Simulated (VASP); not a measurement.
Wanted: the native input for a VASP 6.6.1 run.

```
Task                   : single point
Functional             : r2SCAN
Potentials or basis    : VASP PAW PBE potentials, release 64 (Mo_sv, P)
Cutoff                 : 550 eV
k mesh                 : 15 × 15 × 14
Occupations            : gaussian, width 0.1 eV
Spin                   : no spin polarisation
Dipole correction      : no
Further INCAR settings : ALGO = Normal; EDIFF = 1e-06; NBANDS = 16
```

MoP:

```
CELL_PARAMETERS angstrom
3.23514 0.00000 0.00000
-1.61757 2.80172 0.00000
0.00000 0.00000 3.18144
ATOMIC_POSITIONS crystal
Mo 0.00000 0.00000 0.00000
P 0.33333 0.66667 0.50000
```

The input as run:

POSCAR

```
MoP
1.0
    3.2351427784      0.0000000000      0.0000000000
   -1.6175713892      2.8017158309      0.0000000000
    0.0000000000      0.0000000000      3.1814445013
Mo P
1 1
Direct
    0.0000000000      0.0000000000      0.0000000000
    0.3333333333      0.6666666667      0.5000000000
```

INCAR.step1

```
ALGO     = Normal         # electronic algorithm
EDIFF    = 1E-5           # SCF threshold, eV
ENCUT    = 550            # plane-wave cutoff, eV
GGA      = PE             # functional
GGA_COMPAT= F            
ISMEAR   = 0              # smearing method
LASPH    = T              # aspherical terms in the spheres
LCHARG   = F              # write CHGCAR
LREAL    = F              # projectors in reciprocal space
LWAVE    = T              # write WAVECAR
NBANDS   = 16             # bands
NELM     = 120            # most SCF steps
PREC     = Accurate       # precision mode
SIGMA    = 0.1            # smearing width, eV
```

INCAR.step2

```
ALGO     = Normal         # electronic algorithm
EDIFF    = 1E-6           # SCF threshold, eV
ENCUT    = 550            # plane-wave cutoff, eV
GGA_COMPAT= F            
ISIF     = 2              # what is computed and relaxed
ISMEAR   = 0              # smearing method
ISTART   = 1            
LASPH    = T              # aspherical terms in the spheres
LCHARG   = F              # write CHGCAR
LMIXTAU  = T            
LREAL    = F              # projectors in reciprocal space
LWAVE    = F              # write WAVECAR
METAGGA  = R2SCAN         # meta-GGA
NBANDS   = 16             # bands
NELM     = 120            # most SCF steps
PREC     = Accurate       # precision mode
SIGMA    = 0.1            # smearing width, eV
```

KPOINTS

```
k-points
0
Gamma
  15 15 14
```

Potentials or basis: VASP PAW PBE potentials, release 64 (Mo_sv, P).

Command:

```sh
$ cat potpaw_PBE.64/Mo_sv/POTCAR potpaw_PBE.64/P/POTCAR > POTCAR
$ cp INCAR.step1 INCAR
$ mpirun -np 1 vasp_std > vasp.out
$ cp INCAR.step2 INCAR
$ mpirun -np 1 vasp_std > vasp.out
```

Results of the run:

- Pressure: 0.3 GPa
- Band gap on the k mesh: zero (an odd number of electrons rules out a gap without spin polarisation)

Caveat: the PAW data sets were made with another functional, which shifts forces and pressure a little.

It took 2.5 min on 1 thread of Intel(R) Xeon(R) 6975P-C (Granite Rapids) (shared host), peak memory 0.23 GiB.
